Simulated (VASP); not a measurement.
Wanted: the native input for a VASP 6.6.1 run.

* Task: single point
* Functional: r2SCAN
* Potentials or basis: VASP PAW PBE potentials, release 64 (Ti_sv, Al)
* Cutoff: 520 eV
* k mesh: 24 × 24 × 14
* Occupations: gaussian, width 0.15 eV
* Spin: no spin polarisation
* Dipole correction: no
* Further INCAR settings: ALGO = Normal; EDIFF = 1e-07; NBANDS = 14

Crystal: TiAl.

```
Ti Al
1.0
     3.09808    0.00000    0.00000
    -1.54904    2.68302    0.00000
     0.00000    0.00000    4.26316
Ti Al
1 1
Direct
  0.00000 0.00000 0.00000
  0.33333 0.66667 0.50000
```

This cell differs from its parent crystal: strain +0.080 along x and y, -0.080 along z.

These files were run (other wordings do the same):

POSCAR

```
TiAl
1.0
    3.0980848180      0.0000000000      0.0000000000
   -1.5490424090      2.6830201555      0.0000000000
    0.0000000000      0.0000000000      4.2631581631
Ti Al
1 1
Direct
    0.0000000000      0.0000000000      0.0000000000
    0.3333333333      0.6666666667      0.5000000000
```

INCAR.step1

```
SYSTEM = TiAl
PREC = Accurate
ENCUT = 520
ISMEAR = 0
SIGMA = 0.15
LREAL = .FALSE.
LASPH = .TRUE.
NELM = 100
NBANDS = 14
GGA = PE
ALGO = Normal
EDIFF = 1E-4
LWAVE = .TRUE.
LCHARG = .FALSE.
```

INCAR.step2

```
SYSTEM = TiAl
PREC = Accurate
ENCUT = 520
EDIFF = 1E-7
ISMEAR = 0
SIGMA = 0.15
LREAL = .FALSE.
LASPH = .TRUE.
NELM = 100
ALGO = Normal
ISIF = 2
LWAVE = .FALSE.
LCHARG = .FALSE.
METAGGA = R2SCAN
LMIXTAU = .TRUE.
NBANDS = 14
ISTART = 1
```

KPOINTS

```
regular mesh
0
G
  24 24 14
  0 0 0
```

Potentials or basis: VASP PAW PBE potentials, release 64 (Ti_sv, Al).

The run is started by

```bash
$ cat potpaw_PBE.64/Ti_sv/POTCAR potpaw_PBE.64/Al/POTCAR > POTCAR
$ cp INCAR.step1 INCAR
$ mpirun -np 1 vasp_std > vasp.out
$ cp INCAR.step2 INCAR
$ mpirun -np 1 vasp_std > vasp.out
```

Results of the run:

```
Pressure : -4.1 GPa
```

Caveat: the cell differs from its parent crystal (strain +0.080 along x and y, -0.080 along z); the PAW data sets were made with another functional, which shifts forces and pressure a little.

It took 11 min on 1 thread of AMD EPYC 9R45 96-Core Processor (Zen 5), with other jobs on the host, peak memory 0.33 GiB.
